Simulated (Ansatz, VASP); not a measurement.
**One calculation of CdS, two programs**

```xyz
2
Lattice="4.2612 0.0000 0.0000 -2.1306 3.6903 0.0000 0.0000 0.0000 5.8042" Properties=species:S:1:pos:R:3 pbc="T T T"
Cd    0.0000    0.0000    2.5695
S     2.1306    1.2301    2.5208
```

Alike in both runs: functional BLYP; k mesh 7 × 7 × 5; occupations fermi-dirac, width 0.05 eV; no spin polarisation.

```csv
,VASP,Ansatz
version,VASP 6.6.1,Ansatz 0.2.0
potentials or method,"VASP PAW PBE potentials, release 64 (Cd, S)",Ansatz PAW
plane-wave cutoff (eV),520,420
valence electrons in the cell,18,26
task,single point,band structure
```

|  | VASP | Ansatz | Ansatz less VASP |
| --- | --- | --- | --- |
| gap on the k mesh at the Fermi level (eV) | 1.37 | 1.35 | -0.025 |
| least direct gap on the mesh (eV) | 1.38 | 1.35 | -0.025 |
| pressure (GPa) | 1.3 | 1.1 | -0.20 |
| traceless stress, the component that is largest in VASP (GPa) | -1.19 | -0.96 | +0.231 |
| rms of the force components (eV/Å) | 0.007 | 0.005 | -0.0017 |

VASP's potentials were made for PBE, not for BLYP. Atom by atom the forces differ by 0.002 eV/Å (rms over components). VASP's potentials hold 18 valence electrons a cell and Ansatz's 26, so a difference there can come from the potentials and not from the codes.
